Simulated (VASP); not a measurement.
**InAs: single point with PBE**

InAs:

```xyz
2
Lattice="0.0000 3.0546 3.0546 3.0546 0.0000 3.0546 3.0546 3.0546 0.0000" Properties=species:S:1:pos:R:3 pbc="T T T"
In    0.0000    0.0000    0.0000
As    1.5273    1.5273    1.5273
```

| Item | Value |
| --- | --- |
| Program | VASP 6.6.1 |
| Task | single point |
| Functional | PBE |
| Potentials or basis | VASP PAW PBE potentials, release 64 (In_d, As) |
| Cutoff | 520 eV |
| k mesh | 6 × 6 × 6, shifted |
| Occupations | fermi-dirac, width 0.02 eV |
| Spin | no spin polarisation |

```
Pressure               : 2.0 GPa
Band gap on the k mesh : 0.81 eV
```

Levels at points of the mesh, in eV from the valence-band top:
```
           k point  band 5  band 6  band 7  band 8  band 9  band 10  band 11  band 12  band 13  band 14
(0.08, 0.08, 0.08)  -14.13  -11.51   -1.23    0.00    0.00     0.81     4.00     4.11     4.11     7.91
```

It took 110 s on 1 thread of Intel(R) Xeon(R) 6975P-C (Granite Rapids), with other jobs on the host, peak memory 0.5 GiB.

Caveat: spin-orbit coupling is left out, which moves the levels of the heavy elements; a shifted mesh leaves out Γ, where band edges can lie. A k mesh can miss the band edges.
